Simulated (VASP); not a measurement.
# Na (P-3m1) in VASP: notebook

The runs below take Na through single point, with r2SCAN.

Program: VASP 6.6.1. These are calculated values, not measurements. Logs are shortened: lines on timing, memory, paths and dates and some standing lists are left out, and cuts for length are marked.

**1. The cell of the first run**

The structure is trigonal, space group P-3m1 (No. 164). Conventional cell: a = 3.767 Å, b = 3.767 Å, c = 6.154 Å, α = 90.00°, β = 90.00°, γ = 120.00°. Na (site symmetry 3m) has 12 Na at 3.41 to 4.14 Å within 4.5 Å.

**2. Single point, r2SCAN (atom 1 (Na) moved by (+0.000, -0.450) A along [1 1 0] and z)**

The input, POSCAR:

```
Na
1.0
    3.7670009976      0.0000000000      0.0000000000
   -1.8835004988      3.2623185600      0.0000000000
    0.0000000000      0.0000000000      6.1540000000
Na
2
Direct
    0.3333333333      0.6666666667      0.1768768281
    0.6666666667      0.3333333333      0.7500000000
```

The input, INCAR.step1:

```
  PREC = Accurate
  ENCUT = 520
  ISMEAR = 0
  SIGMA = 0.15
  LREAL = F
  LASPH = T
  NELM = 60
  NBANDS = 14
  GGA = PE
  ALGO = Normal
  EDIFF = 1E-4
  LWAVE = T
  LCHARG = F
```

The input, INCAR.step2:

```
  PREC = Accurate
  ENCUT = 520
  EDIFF = 1E-6
  ISMEAR = 0
  SIGMA = 0.15
  LREAL = F
  LASPH = T
  NELM = 60
  ALGO = Normal
  ISIF = 2
  LWAVE = F
  LCHARG = T
  METAGGA = R2SCAN
  LMIXTAU = T
  LELF = T
  LVHAR = T
  NBANDS = 14
  ISTART = 1
```

The input, KPOINTS:

```
regular mesh
0
Gamma
  12 12 8
```

Potentials or basis: VASP PAW PBE potentials, release 64 (Na_pv).

Run with:

```sh
$ cat potpaw_PBE.64/Na_pv/POTCAR > POTCAR
$ cp INCAR.step1 INCAR
$ mpirun -np 1 vasp_std > vasp.out
$ cp INCAR.step2 INCAR
$ mpirun -np 1 vasp_std > vasp.out
```

OUTCAR:

```text
PREC = Accurate
   ENCUT = 520
   EDIFF = 1E-6
   ISMEAR = 0
   LREAL = F
   LASPH = T
   NELM = 60
   ISIF = 2
   METAGGA = R2SCAN
   ISTART = 1

 ion  position               nearest neighbor table
   1  0.333  0.667  0.177-
   2  0.667  0.333  0.750-

  LATTYP: Found a hexagonal cell.
 ALAT       =     3.7670009976
 C/A-ratio  =     1.6336603054

  Lattice vectors:

 A1 = (   3.7670009976,   0.0000000000,   0.0000000000)
 A2 = (  -1.8835004988,   3.2623185600,   0.0000000000)
 A3 = (   0.0000000000,   0.0000000000,   6.1540000000)

Analysis of symmetry for initial positions (statically):
=====================================================================
 Subroutine PRICEL returns:
 Original cell was already a primitive cell.

 Routine SETGRP: Setting up the symmetry group for a
 hexagonal supercell.

 Subroutine GETGRP returns: Found 12 space group operations
 (whereof  6 operations were pure point group operations)
 out of a pool of 24 trial point group operations.

The static configuration has the point symmetry C_3v.
 The point group associated with its full space group is D_3d.

Analysis of symmetry for dynamics (positions and initial velocities):
=====================================================================
 Subroutine PRICEL returns:
 Original cell was already a primitive cell.

 Routine SETGRP: Setting up the symmetry group for a
 hexagonal supercell.

 Subroutine GETGRP returns: Found 12 space group operations
 (whereof  6 operations were pure point group operations)
 out of a pool of 24 trial point group operations.

The dynamic configuration has the point symmetry C_3v.
 The point group associated with its full space group is D_3d.

 Subroutine INISYM returns: Found 12 space group operations
 (whereof  6 operations are pure point group operations),
 and found     1 'primitive' translations

----------------------------------------------------------------------------------------

                                     Primitive cell

  volume of cell :      75.6275

  direct lattice vectors                    reciprocal lattice vectors
     3.767000998  0.000000000  0.000000000     0.265463163  0.153265229  0.000000000
    -1.883500499  3.262318560  0.000000000     0.000000000  0.306530457  0.000000000
     0.000000000  0.000000000  6.154000000     0.000000000  0.000000000  0.162495938

  length of vectors
     3.767000998  3.767000998  6.154000000     0.306530457  0.306530457  0.162495938

  position of ions in fractional coordinates (direct lattice)
     0.333333333  0.666666667  0.176876828
     0.666666667  0.333333333  0.750000000

  ion indices of the primitive-cell ions
   primitive index   ion index
                 1           1
                 2           2

----------------------------------------------------------------------------------------

 KPOINTS: regular mesh

Automatic generation of k-mesh.
 Grid dimensions read from file:
 generate k-points for:   12   12    8

 Generating k-lattice:

  Cartesian coordinates                     Fractional coordinates (reciprocal lattice)
     0.022121930  0.012772102  0.000000000     0.083333333 -0.000000000  0.000000000
     0.000000000  0.025544205  0.000000000     0.000000000  0.083333333  0.000000000
     0.000000000  0.000000000  0.020311992     0.000000000  0.000000000  0.125000000

  Length of vectors
     0.025544205  0.025544205  0.020311992

  Shift w.r.t. Gamma in fractional coordinates (k-lattice)
     0.000000000  0.000000000  0.000000000

 Subroutine IBZKPT returns following result:
 ===========================================

 Found    131 irreducible k-points:

 Following reciprocal coordinates:
            Coordinates               Weight
  0.000000  0.000000  0.000000      1.000000
  0.083333  0.000000  0.000000      6.000000
  0.166667  0.000000  0.000000      6.000000
  0.250000  0.000000  0.000000      6.000000
  0.333333  0.000000  0.000000      6.000000
  0.416667  0.000000  0.000000      6.000000
[... 16 lines left out ...]
  0.166667  0.000000  0.125000      6.000000
  0.000000  0.166667  0.125000      6.000000
 [... further k-points ...]
   k-points           NKPTS =    131   k-points in BZ     NKDIM =    131   number of bands    NBANDS=     14
   number of dos      NEDOS =    301   number of ions     NIONS =      2
   total plane-waves  NPLWV =  37632
   dimension x,y,z NGX =    28 NGY =   28 NGZ =   48
   dimension x,y,z NGXF=    56 NGYF=   56 NGZF=   96
   ions per type =               2
   NGX,Y,Z   is equivalent  to a cutoff of  12.36, 12.36, 12.97 a.u.
   NGXF,Y,Z  is equivalent  to a cutoff of  24.71, 24.71, 25.93 a.u.
 SYSTEM =  unknown system
   PREC   = accura    normal or accurate (medium, high low for compatibility)
   ISTART =      1    job   : 0-new  1-cont  2-samecut
   ICHARG =      0    charge: 1-file 2-atom 10-const
   ISPIN  =      1    spin polarized calculation?
   LNONCOLLINEAR =      F non collinear calculations
   LSORBIT =      F    spin-orbit coupling
   LASPH  =      T    aspherical Exc in radial PAW
   ENCUT  =  520.0 eV  38.22 Ry    6.18 a.u.   7.00  7.00 11.44*2*pi/ulx,y,z
   NELM   =     60;   NELMIN=  2; NELMDL=  0     # of ELM steps
   EDIFF  = 0.1E-05   stopping-criterion for ELM
   LREAL  =      F    real-space projection
   EDIFFG = 0.1E-04   stopping-criterion for IOM
   NSW    =      0    number of steps for IOM
   IBRION =     -1    ionic relax: 0-MD 1-quasi-New 2-CG
   NFREE  =      0    steps in history (QN), initial steepest desc. (CG)
   ISIF   =      2    stress and relaxation
   ISYM   =      2    0-nonsym 1-usesym 2-fastsym
   POTIM  = 0.5000    time-step for ionic-motion
   TEBEG  =    0.0;   TEEND  =   0.0 temperature during run
   PSTRESS=    0.0 pullay stress
   NELECT =      14.0000    total number of electrons
   NUPDOWN=      -1.0000    fix difference up-down
   EMIN   =  10.00;   EMAX   =-10.00  energy-range for DOS
   EFERMI =   0.00;   METHOD = LEGACY
   ISMEAR =     0;   SIGMA  =   0.15  broadening in eV -4-tet -1-fermi 0-gaus
   EFERMI_NEDOS =   21; number of points for ismear=-14 and -15
   IALGO  =     38    algorithm
   IMIX   =      4    mixing-type and parameters
     AMIX     =   0.40;   BMIX     =  1.00
     AMIX_MAG =   1.60;   BMIX_MAG =  1.00
  volume/ion in A,a.u.               =      37.81       255.18
  Fermi-wavevector in a.u.,A,eV,Ry     =   0.933020  1.763152 11.844231  0.870526
  Thomas-Fermi vector in A             =   2.059678
   LORBIT       =      0    0 simple, 1 ext, 2 COOP (PROOUT), +10 PAW based schemes
   METAGGA = R2SCAN    functional components
   LHFCALC =     F    Hartree Fock is set to
   AEXX    =    0.0000 exact exchange contribution
   IVDW    =     0    specifies the selected vdW correction
   LEPSILON=     F    determine dielectric tensor
   LRPA    =     F    only Hartree local field effects (RPA)
 non-spin polarized calculation
 Gauss-broadening in eV      SIGMA  =   0.15
  energy-cutoff  :      520.00
  volume of cell :       75.63
 maximum number of plane-waves:      2059
   NGX = 13   NGY = 13   NGZ = 23

 number of electron      14.0000011 magnetization

 Free energy of the ion-electron system (eV)
  ---------------------------------------------------
  ext. energy  EPLUGINS =         0.00000000
  ---------------------------------------------------
  free energy    TOTEN  =        -7.03436514 eV

  energy without entropy =       -7.02456471  energy(sigma->0) =       -7.02946492

 E-fermi :   0.2864     XC(G=0):  -6.8494

 val. band max:        0.2574774868   @ k =   0.3333   0.0000   0.3750
 cond. band min:       0.3064424357   @ k =   0.3333   0.1667   0.3750
 fundamental gap:      0.0489649488
 Fermi energy:         0.2864155990

 k-point     1 :       0.0000    0.0000    0.0000
  band No.  band energies     occupation
      1     -25.7928      2.00000
      2     -25.7552      2.00000
      3     -25.7550      2.00000
      4     -25.7472      2.00000
      5     -25.7462      2.00000
      6     -25.7460      2.00000
      7      -3.1786      2.00000
      8       0.8533      0.00000
      9       1.4167      0.00000
     10      10.7278      0.00000
     11      10.7283      0.00000
     12      11.2342      0.00000
     13      11.2343      0.00000
     14      11.4301      0.00000

 k-point     2 :       0.0833    0.0000    0.0000
  band No.  band energies     occupation
      1     -25.7920      2.00000
      2     -25.7575      2.00000
      3     -25.7558      2.00000
      4     -25.7477      2.00000
      5     -25.7468      2.00000
      6     -25.7463      2.00000
      7      -3.0700      2.00000
      8       0.9518      0.00000
      9       1.5189      0.00000
     10       9.0492      0.00000
     11      10.0264      0.00000
     12      10.4666      0.00000
     13      12.0243      0.00000
     14      12.2559      0.00000

 k-point     3 :       0.1667    0.0000    0.0000
  band No.  band energies     occupation
      1     -25.7901      2.00000
      2     -25.7634      2.00000
      3     -25.7574      2.00000
      4     -25.7518      2.00000
      5     -25.7469      2.00000
      6     -25.7468      2.00000
      7      -2.7459      2.00000
      8       1.2475      0.00000
      9       1.8199      0.00000
     10       7.0946      0.00000
     11       9.2719      0.00000
     12       9.4028      0.00000
     13      10.7807      0.00000
     14      11.9634      0.00000
[... 324 lines left out ...]
 k-point    23 :       0.1667    0.0000    0.1250
  band No.  band energies     occupation
      1     -25.7895      2.00000
      2     -25.7637      2.00000
      3     -25.7573      2.00000
      4     -25.7517      2.00000
      5     -25.7473      2.00000
      6     -25.7471      2.00000
      7      -2.6797      2.00000
      8       0.5313      0.02094
      9       2.6507      0.00000
     10       7.1386      0.00000
     11       9.3170      0.00000
     12       9.3202      0.00000
     13      10.5959      0.00000
     14      11.4208      0.00000

 k-point    24 :       0.0000    0.1667    0.1250
  band No.  band energies     occupation
      1     -25.7895      2.00000
      2     -25.7634      2.00000
      3     -25.7573      2.00000
      4     -25.7523      2.00000
      5     -25.7470      2.00000
      6     -25.7470      2.00000
      7      -2.6797      2.00000
      8       0.5308      0.02122
      9       2.6524      0.00000
     10       7.1585      0.00000
     11       9.2911      0.00000
     12       9.3206      0.00000
     13      10.2958      0.00000
     14      11.8777      0.00000

 [... further k-points ...]

------------------------ aborting loop because EDIFF is reached ----------------------------------------

  FORCE on cell =-STRESS in cart. coord.  units (eV):
  Direction    XX          YY          ZZ          XY          YZ          ZX
  --------------------------------------------------------------------------------------
  -------------------------------------------------------------------------------------
  Total        0.1581064      0.1581064      0.2443921      0.0000000      0.0000000      0.0000000
  in kB        3.3495030      3.3495030      5.1774774      0.0000000      0.0000000      0.0000000
  external PRESSURE =       3.9588278 kB  Pullay stress =       0.0000000 kB

 VOLUME and BASIS-vectors are now :
 -----------------------------------------------------------------------------
  energy-cutoff  :      520.00
  volume of cell :       75.63
      direct lattice vectors                 reciprocal lattice vectors
     3.767000998  0.000000000  0.000000000     0.265463163  0.153265229  0.000000000
    -1.883500499  3.262318560  0.000000000     0.000000000  0.306530457  0.000000000
     0.000000000  0.000000000  6.154000000     0.000000000  0.000000000  0.162495938

 POSITION                                       TOTAL-FORCE (eV/Angst)
 -----------------------------------------------------------------------------------
     -0.00000      2.17488      1.08850        -0.000000      0.000000      0.378517
      1.88350      1.08744      4.61550         0.000000      0.000000     -0.378517
 -----------------------------------------------------------------------------------
    total drift:                                0.000000     -0.000000      0.000145

  FREE ENERGIE OF THE ION-ELECTRON SYSTEM (eV)
  ---------------------------------------------------
  free  energy   TOTEN  =        -7.0343651410 eV

  energy  without entropy=       -7.0245647088  energy(sigma->0) =       -7.02946492
```

Run time: 3.2 min. Hardware: 1 thread of AMD EPYC 9R45 (Zen 5), shared host; peak memory 0.22 GiB.

Results:

```
Free energy            : -7.0344 eV
Pressure               : 0.4 GPa
Largest force          : 0.379 eV/Å
Band gap on the k mesh : zero (bands 7 and 8 overlap by 4.05 eV)
```

Forces on the atoms (eV/Å):
```
Na   0.000  0.000  0.379
Na   0.000  0.000 -0.379
```

Caveat: the cell differs from its parent crystal (atom 1 (Na) moved by (+0.000, -0.450) A along [1 1 0] and z); the PAW data sets were made with another functional, which shifts forces and pressure a little.

**3. Single point, r2SCAN (atom 1 (Na) moved by (+0.000, -0.225) A along [1 1 0] and z)**

Edit POSCAR of step 2 so:

```diff
@@ -8,3 +8,3 @@
 Direct
-    0.3333333333      0.6666666667      0.1768768281
+    0.3333333333      0.6666666667      0.2134384140
     0.6666666667      0.3333333333      0.7500000000
```

The input, INCAR.step1:

```
  PREC = Accurate
  ENCUT = 520
  ISMEAR = 0
  SIGMA = 0.15
  LREAL = False
  LASPH = True
  NELM = 80
  NBANDS = 14
  GGA = PE
  ALGO = Normal
  EDIFF = 1E-4
  LWAVE = True
  LCHARG = False
```

The input, INCAR.step2:

```
  PREC = Accurate
  ENCUT = 520
  EDIFF = 1E-6
  ISMEAR = 0
  SIGMA = 0.15
  LREAL = False
  LASPH = True
  NELM = 80
  ALGO = Normal
  ISIF = 2
  LWAVE = False
  LCHARG = True
  METAGGA = R2SCAN
  LMIXTAU = True
  LELF = True
  LVHAR = True
  NBANDS = 14
  ISTART = 1
```

KPOINTS is that of step 2.

Potentials or basis: VASP PAW PBE potentials, release 64 (Na_pv).

Run with:

```sh
$ cat potpaw_PBE.64/Na_pv/POTCAR > POTCAR
$ cp INCAR.step1 INCAR
$ mpirun -np 1 vasp_std > vasp.out
$ cp INCAR.step2 INCAR
$ mpirun -np 1 vasp_std > vasp.out
```

Wall time 3.2 min (1 thread of AMD EPYC 9R45 (Zen 5), shared host); peak memory 0.22 GiB.

It converged, with:

```yaml
Free_energy: -7.0955 eV
Pressure: 0.1 GPa
Largest_force: 0.180 eV/Å
Band_gap_on_the_k_mesh: zero (bands 7 and 8 overlap by 4.35 eV)
```

Forces on the atoms (eV/Å):
```
Na   0.000  0.000  0.180
Na   0.000  0.000 -0.180
```

Stress tensor (GPa, compression positive):
```
0.13 0.00 0.00
0.00 0.13 0.00
0.00 0.00 0.05
```

Levels at points of the mesh, in eV from the Fermi level:
```
           k point  band 3  band 4  band 5  band 6  band 7  band 8  band 9  band 10  band 11  band 12
(0.00, 0.00, 0.00)  -26.03  -26.02  -26.02  -26.02   -3.45    0.52    1.15    10.52    10.52    11.02
(0.50, 0.00, 0.00)  -26.04  -26.03  -26.03  -26.02    0.20    0.45    4.02     4.12     4.72     4.90
(0.00, 0.00, 0.50)  -26.02  -26.02  -26.02  -26.02   -2.49   -2.22    5.86     5.89    11.01    11.01
(0.50, 0.00, 0.50)  -26.03  -26.03  -26.03  -26.03    0.96    1.09    1.73     1.81     7.86     8.28
```

Caveat: the cell differs from its parent crystal (atom 1 (Na) moved by (+0.000, -0.225) A along [1 1 0] and z); the PAW data sets were made with another functional, which shifts forces and pressure a little.

The gap in the log of VASP goes by the Fermi energy; the results here count the filled bands.